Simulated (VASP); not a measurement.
Crystal: PbO.

```
Pb O
1.0
     4.03438    0.00000    0.00000
     0.00000    4.03438    0.00000
     0.00000    0.00000    4.99322
Pb O
2 2
Direct
  0.00000 0.50000 0.23775
  0.50000 0.00000 0.76225
  0.00000 0.00000 0.00000
  0.50000 0.50000 0.00000
```

Base run:

| Item | Value |
| --- | --- |
| Program | VASP 6.6.1 |
| Functional | r2SCAN |
| Potentials or basis | VASP PAW PBE potentials, release 64 (Pb_d, O) |
| Cutoff | 520 eV |
| k mesh | 8 × 8 × 6 |
| Occupations | gaussian, width 0.02 eV |
| Spin | no spin polarisation |

Its results: band gap on the k mesh 1.59 eV (least direct gap 2.59 eV); pressure -0.9 GPa; largest force 0.280 eV/Å.

Task: The run is repeated on the same cell with these changes: functional from r2SCAN to LDA; potentials or basis from VASP PAW PBE potentials, release 64 (Pb_d, O) to VASP PAW LDA potentials, release 64 (Pb_d, O). What comes out?

Result: Band gap on the k mesh 1.21 eV (least direct gap 2.13 eV); pressure -4.4 GPa; largest force 0.531 eV/Å.

Caveats: spin-orbit coupling is left out, which moves the levels of the heavy elements; the PAW data sets were made with another functional, which shifts forces and pressure a little (at least some runs); the cell stands under tension (at least some runs).

A k mesh can miss the band edges.
